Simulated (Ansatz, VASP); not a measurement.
# HgTe: VASP beside Ansatz

Contents of INCAR:

```
SYSTEM = HgTe
PREC = Accurate
ENCUT = 520
EDIFF = 1E-7
ISMEAR = 0
SIGMA = 0.15
LREAL = .FALSE.
LASPH = .TRUE.
NELM = 80
ALGO = Normal
ISIF = 2
LWAVE = .FALSE.
LCHARG = .TRUE.
GGA = PE
LELF = .TRUE.
LVHAR = .TRUE.
NBANDS = 26
```

File KPOINTS:

```
regular mesh
0
G
  10 10 8
  0 0 0
```

Contents of POSCAR:

```
HgTe
1.0
    2.8181081574     -3.6523073262      0.0000000000
    2.8181081574      3.6523073262      0.0000000000
    0.0000000000      0.0000000000      5.8781768394
Hg Te
2 2
Direct
    0.3319444959      0.6680555041      0.7500000000
    0.6680555041      0.3319444959      0.2500000000
    0.7707545029      0.2292454971      0.7500000000
    0.2292454971      0.7707545029      0.2500000000
```

Input for Ansatz:

```yaml
crystal:
  lattice:
    - [2.8181081574, -3.6523073262, 0.0]
    - [2.8181081574, 3.6523073262, 0.0]
    - [0.0, 0.0, 5.8781768394]
  atoms:
    - { symbol: Hg, position: [0.3319444959, 0.6680555041, 0.75] }
    - { symbol: Hg, position: [0.6680555041, 0.3319444959, 0.25] }
    - { symbol: Te, position: [0.7707545029, 0.2292454971, 0.75] }
    - { symbol: Te, position: [0.2292454971, 0.7707545029, 0.25] }
basis:
  ecutwfc: 420
kpoints:
  mp_grid: { grid: [10, 10, 8] }
hamiltonian:
  xc: pbe
scf:
  occupations: { method: gaussian, width: 0.15 }
output:
  forces: true
  stress: true
  eigenvalues: true
```

Change from the starting cell: strain -0.0500 x Voigt [1, -1, 0, 0, 0, 0], atoms carried along.

Alike in both runs: task single point; functional PBE; k mesh 10 × 10 × 8; occupations gaussian, width 0.15 eV; no spin polarisation.

```csv
,VASP,Ansatz
version,VASP 6.6.1,Ansatz 0.2.0
potentials or method,"VASP PAW PBE potentials, release 64 (Hg, Te), cutoff 520 eV","scalar-relativistic, plane waves, PAW"
valence electrons in the cell,36,72
```

VASP gave:

| Item | Value |
| --- | --- |
| gap on the k mesh at the Fermi level (eV) | none |
| pressure (GPa) | 1.9 |
| traceless stress, the component that is largest in VASP (GPa) | 3.49 |
| rms of the force components (eV/Å) | 0.118 |

Task: Estimate Ansatz's values.

Result: gap on the k mesh at the Fermi level (eV): none; pressure (GPa): 1.8; traceless stress, the component that is largest in VASP (GPa): 3.41; rms of the force components (eV/Å): 0.117.

Atom by atom the forces differ by 0.003 eV/Å (rms over components). A gap of «none» marks a metal or a gap that the smearing closes. The functional is the same, so the differences come from potentials, cutoffs and numerics. VASP's potentials hold 36 valence electrons a cell and Ansatz's 72, so a difference there can come from the potentials and not from the codes.

Neither program's run includes spin-orbit coupling.
